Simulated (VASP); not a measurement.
# GdO (P-6m2) in VASP: notebook, part 2 of 2

VASP 6.6.1. The steps go on from the part before.

### Step 3. Single point, PBE, collinear spin, ferromagnetic start

This run uses another cell than the first one, of 13.01 Å³/atom, 1.020 times its volume.

INCAR reads:

```
SYSTEM = GdO
PREC = Accurate
ENCUT = 520
EDIFF = 1E-6
ISMEAR = -1
SIGMA = 0.05
LREAL = .False.
LASPH = .True.
NELM = 150
ALGO = Normal
ISIF = 2
LWAVE = .False.
LCHARG = .False.
ISPIN = 2
MAGMOM = 7 0
LORBIT = 11
LMAXMIX = 6
GGA = PE
NBANDS = 23
```

KPOINTS reads:

```
Automatic mesh
0
Gamma
  10 10 9
  0 0 0
```

POSCAR reads:

```
GdO
1.0
    3.1339180589      0.0000000000      0.0000000000
   -1.5669590294      2.7140526465      0.0000000000
    0.0000000000      0.0000000000      3.0585487538
Gd O
1 1
Direct
    0.0000000000      0.0000000000      0.0000000000
    0.6666666667      0.3333333333      0.5000000000
```

Potentials or basis: VASP PAW PBE potentials, release 64 (Gd, O).

Launch:

```sh
$ cat potpaw_PBE.64/Gd/POTCAR potpaw_PBE.64/O/POTCAR > POTCAR
$ mpirun -np 1 vasp_std > vasp.out
```

OUTCAR:

```text
SYSTEM = GdO
   PREC = Accurate
   ENCUT = 520
   EDIFF = 1E-6
   ISMEAR = -1
   LREAL = .False.
   LASPH = .True.
   NELM = 150
   ISIF = 2
   ISPIN = 2
   LORBIT = 11
   GGA = PE

 ion  position               nearest neighbor table
   1  0.000  0.000  0.000-   2 2.37   2 2.37   2 2.37   2 2.37   2 2.37   2 2.37
   2  0.667  0.333  0.500-   1 2.37   1 2.37   1 2.37   1 2.37   1 2.37   1 2.37

  LATTYP: Found a hexagonal cell.
[... 1468 lines left out ...]
  external PRESSURE =     271.6897391 kB  Pullay stress =       0.0000000 kB

 VOLUME and BASIS-vectors are now :
 -----------------------------------------------------------------------------
  energy-cutoff  :      520.00
  volume of cell :       26.01
      direct lattice vectors                 reciprocal lattice vectors
     3.133918059  0.000000000  0.000000000     0.319089389  0.184226345  0.000000000
    -1.566959029  2.714052646  0.000000000     0.000000000  0.368452691  0.000000000
     0.000000000  0.000000000  3.058548754     0.000000000  0.000000000  0.326952447

 POSITION                                       TOTAL-FORCE (eV/Angst)
 -----------------------------------------------------------------------------------
      0.00000      0.00000      0.00000         0.000000      0.000000      0.000000
      1.56696      0.90468      1.52927        -0.000000      0.000000      0.000000
 -----------------------------------------------------------------------------------
    total drift:                               -0.000000      0.000000      0.000000

  FREE ENERGIE OF THE ION-ELECTRON SYSTEM (eV)
  ---------------------------------------------------
  free  energy   TOTEN  =       -21.3673351274 eV

  energy  without entropy=      -21.3532634039  energy(sigma->0) =      -21.36029927

 total charge

# of ion       s       p       d       f       tot
--------------------------------------------------
    1        2.035   5.631   0.742   7.066  15.474
    2        1.562   3.485   0.000   0.000   5.047
--------------------------------------------------
tot          3.597   9.117   0.742   7.066  20.521

 magnetization (x)

# of ion       s       p       d       f       tot
--------------------------------------------------
    1        0.002  -0.065   0.193   6.734   6.863
    2       -0.002  -0.014   0.000   0.000  -0.016
--------------------------------------------------
tot          0.000  -0.079   0.193   6.734   6.848
```

It took 2.2 min on 1 thread of AMD EPYC 7R43 (Zen 3), shared host; peak memory 0.17 GiB.

What came out:

```yaml
Free_energy: -21.3673 eV
Pressure: 27.2 GPa
Net_moment: 7.25 μB per cell
Site_moments: Gd +6.86; O -0.02 μB
Valence_electrons_inside_the_program's_atomic_spheres: Gd 15.47; O 5.05
```

Levels at points of the mesh, in eV from the Fermi level:
Spin up:
```csv
k point,band 14,band 15,band 16,band 17,band 18,band 19
"(0.00, 0.00, 0.00)",-4.25,-3.44,-2.69,0.73,3.50,3.50
"(0.50, 0.00, 0.00)",-4.15,-3.53,-2.14,3.48,5.37,5.42
```
Spin down:
```csv
k point,band 4,band 5,band 6,band 7,band 8,band 9,band 10,band 11,band 12,band 13
"(0.00, 0.00, 0.00)",-19.63,-19.63,-5.28,-5.28,-4.44,-1.51,-0.23,0.82,0.82,0.82
"(0.50, 0.00, 0.00)",-19.47,-18.03,-6.96,-5.90,-4.66,-1.09,0.60,0.64,0.87,0.93
```

Caveat: spin-orbit coupling is left out, which moves the levels of the heavy elements; a cell with one magnetic atom can't hold antiferromagnetic order, which such compounds often take; without U or exact exchange the open f shell lies at the Fermi level, which spoils levels, moments and volumes.

### Step 4. Single point, PBE, collinear spin, ferromagnetic start

This run uses another cell than the first one, of 13.26 Å³/atom, 1.040 times its volume.

INCAR reads:

```
SYSTEM = GdO
PREC = Accurate ; ENCUT = 520
EDIFF = 1E-6 ; ISMEAR = -1
SIGMA = 0.05 ; LREAL = .FALSE.
LASPH = .TRUE. ; NELM = 150
ALGO = Normal ; ISIF = 2
LWAVE = .FALSE. ; LCHARG = .FALSE.
ISPIN = 2 ; MAGMOM = 7 0
LORBIT = 11 ; LMAXMIX = 6
GGA = PE ; NBANDS = 23
```

KPOINTS reads:

```
Automatic mesh
0
G
  10 10 9
  0 0 0
```

POSCAR reads:

```
GdO
1.0
    3.1542687464      0.0000000000      0.0000000000
   -1.5771343732      2.7316768588      0.0000000000
    0.0000000000      0.0000000000      3.0784100166
Gd O
1 1
Direct
    0.0000000000      0.0000000000      0.0000000000
    0.6666666667      0.3333333333      0.5000000000
```

Launch:

```sh
$ cat potpaw_PBE.64/Gd/POTCAR potpaw_PBE.64/O/POTCAR > POTCAR
$ mpirun -np 1 vasp_std > vasp.out
```

Run time: 2.2 min. Hardware: 1 thread of AMD EPYC 7R43 (Zen 3), shared host; peak memory 0.17 GiB.

The run converged. Its results:

| Quantity | Value |
| --- | --- |
| Free energy | -21.4479 eV |
| Pressure | 23.1 GPa |
| Net moment | 7.31 μB per cell |
| Site moments | Gd +6.89; O -0.02 μB |
| Valence electrons inside the program's atomic spheres | Gd 15.45; O 5.04 |

Stress tensor (GPa, compression positive):
```
23.94  0.00  0.00
 0.00 23.94  0.00
 0.00  0.00 21.43
```

Levels at points of the mesh, in eV from the Fermi level:
Spin up:
| k point | band 12 | band 13 | band 14 | band 15 | band 16 | band 17 | band 18 | band 19 | band 20 | band 21 |
| --- | --- | --- | --- | --- | --- | --- | --- | --- | --- | --- |
| (0.00, 0.00, 0.00) | -4.33 | -4.30 | -4.30 | -3.48 | -2.67 | 0.61 | 3.41 | 3.41 | 6.50 | 6.50 |
| (0.50, 0.00, 0.00) | -4.41 | -4.35 | -4.20 | -3.58 | -2.10 | 3.38 | 5.26 | 5.32 | 7.14 | 7.43 |
Spin down:
```tsv
k point	band 4	band 5	band 6	band 7	band 8	band 9	band 10	band 11	band 12	band 13
(0.00, 0.00, 0.00)	-19.67	-19.67	-5.20	-5.20	-4.40	-1.42	-0.22	0.78	0.78	0.78
(0.50, 0.00, 0.00)	-19.53	-18.03	-6.88	-5.79	-4.61	-1.00	0.56	0.60	0.83	0.88
```

Caveat: spin-orbit coupling is left out, which moves the levels of the heavy elements; a cell with one magnetic atom can't hold antiferromagnetic order, which such compounds often take; without U or exact exchange the open f shell lies at the Fermi level, which spoils levels, moments and volumes. The state reached can hang on the start; a lower one may exist.

### Step 5. Single point, PBE, collinear spin, ferromagnetic start

This run uses another cell than the first one, of 13.52 Å³/atom, 1.060 times its volume.

INCAR is that of step 4.

KPOINTS reads:

```
regular mesh
0
G
  10 10 9
  0 0 0
```

POSCAR reads:

```
GdO
1.0
    3.1743601718      0.0000000000      0.0000000000
   -1.5871800859      2.7490765436      0.0000000000
    0.0000000000      0.0000000000      3.0980182523
Gd O
1 1
Direct
    0.0000000000      0.0000000000      0.0000000000
    0.6666666667      0.3333333333      0.5000000000
```

Launch:

```sh
$ cat potpaw_PBE.64/Gd/POTCAR potpaw_PBE.64/O/POTCAR > POTCAR
$ mpirun -np 1 vasp_std > vasp.out
```

Wall time 2.2 min (1 thread of AMD EPYC 7R43 (Zen 3), shared host); peak memory 0.17 GiB.

The run converged. Its results:

```yaml
Free_energy: -21.5159 eV
Pressure: 19.3 GPa
Net_moment: 7.36 μB per cell
Site_moments: Gd +6.92; O -0.02 μB
Valence_electrons_inside_the_program's_atomic_spheres: Gd 15.43; O 5.03
```

Stress tensor (GPa, compression positive):
```
20.18  0.00  0.00
 0.00 20.18  0.00
 0.00  0.00 17.46
```

Levels at points of the mesh, in eV from the Fermi level:
Spin up:
```tsv
k point	band 12	band 13	band 14	band 15	band 16	band 17	band 18	band 19	band 20	band 21
(0.00, 0.00, 0.00)	-4.40	-4.34	-4.34	-3.51	-2.64	0.50	3.34	3.34	6.37	6.37
(0.50, 0.00, 0.00)	-4.47	-4.42	-4.24	-3.61	-2.07	3.29	5.16	5.23	6.92	7.27
```
Spin down:
```tsv
k point	band 5	band 6	band 7	band 8	band 9	band 10	band 11	band 12
(0.00, 0.00, 0.00)	-19.72	-5.11	-5.11	-4.36	-1.33	-0.21	0.73	0.73
(0.50, 0.00, 0.00)	-18.03	-6.79	-5.69	-4.56	-0.90	0.53	0.56	0.79
```

Caveat: spin-orbit coupling is left out, which moves the levels of the heavy elements; a cell with one magnetic atom can't hold antiferromagnetic order, which such compounds often take; without U or exact exchange the open f shell lies at the Fermi level, which spoils levels, moments and volumes. The state reached can hang on the start; a lower one may exist.

### Step 6. Single point, PBE, collinear spin, ferromagnetic start

INCAR reads:

```
PREC     = Accurate       # precision mode
ENCUT    = 520            # plane-wave cutoff, eV
EDIFF    = 1E-6           # SCF threshold, eV
ISMEAR   = -1             # smearing method
SIGMA    = 0.05           # smearing width, eV
LREAL    = False          # projectors in reciprocal space
LASPH    = True           # aspherical terms in the spheres
NELM     = 150            # most SCF steps
ALGO     = Normal         # electronic algorithm
ISIF     = 2              # what is computed and relaxed
LWAVE    = False          # write WAVECAR
LCHARG   = False          # write CHGCAR
ISPIN    = 2              # spin polarisation
MAGMOM   = 7 0            # initial moments
LORBIT   = 11             # projections on sites
LMAXMIX  = 6              # l up to which the mixer works
GGA      = PE             # functional
NBANDS   = 23             # bands
```

KPOINTS reads:

```
Automatic mesh
0
Gamma
  10 10 9
```

POSCAR reads:

```
GdO
1.0
    3.1132995800      0.0000000000      0.0000000000
   -1.5566497900      2.6961965200      0.0000000000
    0.0000000000      0.0000000000      3.0384261400
Gd O
1 1
Direct
    0.0000000000      0.0000000000      0.0000000000
    0.6666666667      0.3333333333      0.5000000000
```

Potentials or basis: VASP PAW PBE potentials, release 64 (Gd, O).

Launch:

```sh
$ cat potpaw_PBE.64/Gd/POTCAR potpaw_PBE.64/O/POTCAR > POTCAR
$ mpirun -np 1 vasp_std > vasp.out
```

Run time: 1.8 min. Hardware: 1 thread of AMD EPYC 9R45 (Zen 5), shared host; peak memory 0.17 GiB.

It converged, with:

```yaml
Free_energy: -21.2729 eV
Pressure: 31.7 GPa
Net_moment: 7.18 μB per cell
Site_moments: Gd +6.83; O -0.02 μB
Valence_electrons_inside_the_program's_atomic_spheres: Gd 15.50; O 5.06
```

Stress tensor (GPa, compression positive):
```
32.38  0.00  0.00
 0.00 32.38  0.00
 0.00  0.00 30.46
```

Levels at points of the mesh, in eV from the Fermi level:
Spin up:
```csv
k point,band 13,band 14,band 15,band 16,band 17,band 18,band 19,band 20
"(0.00, 0.00, 0.00)",-4.20,-4.18,-3.38,-2.71,0.87,3.59,3.59,6.78
"(0.50, 0.00, 0.00)",-4.20,-4.09,-3.48,-2.16,3.58,5.49,5.53,7.62
```
Spin down:
```csv
k point,band 5,band 6,band 7,band 8,band 9,band 10,band 11,band 12
"(0.00, 0.00, 0.00)",-19.59,-5.37,-5.37,-4.48,-1.61,-0.25,0.87,0.87
"(0.50, 0.00, 0.00)",-18.02,-7.05,-6.01,-4.71,-1.19,0.63,0.68,0.92
```

Caveat: spin-orbit coupling is left out, which moves the levels of the heavy elements; a cell with one magnetic atom can't hold antiferromagnetic order, which such compounds often take; without U or exact exchange the open f shell lies at the Fermi level, which spoils levels, moments and volumes. The state reached can hang on the start; a lower one may exist.

### Step 7. Overview

| cell | gap on the mesh (eV) | pressure (GPa) | moment (μB) |
| --- | --- | --- | --- |
| a = 3.113, b = 3.113, c = 3.038 Å, angles 90.0, 90.0, 120.0°, 2 atoms | none | 31.7 | 7.18 |
| a = 3.134, b = 3.134, c = 3.059 Å, angles 90.0, 90.0, 120.0°, 2 atoms | none | 27.2 | 7.25 |
| a = 3.154, b = 3.154, c = 3.078 Å, angles 90.0, 90.0, 120.0°, 2 atoms | none | 23.1 | 7.31 |
| a = 3.174, b = 3.174, c = 3.098 Å, angles 90.0, 90.0, 120.0°, 2 atoms | none | 19.3 | 7.36 |

Alike in all rows: task single point; level PBE; potentials or basis VASP PAW PBE potentials, release 64 (Gd, O); spin collinear, ferromagnetic start; k mesh 10 × 10 × 9; cutoff (eV) 520; smearing fermi-dirac 0.05 eV.

Caveats: spin-orbit coupling is left out, which moves the levels of the heavy elements; a cell with one magnetic atom can't hold antiferromagnetic order, which such compounds often take; without U or exact exchange the open f shell lies at the Fermi level, which spoils levels, moments and volumes.

Total energies depend on the potentials used, so only differences within one code and one set of settings carry meaning.
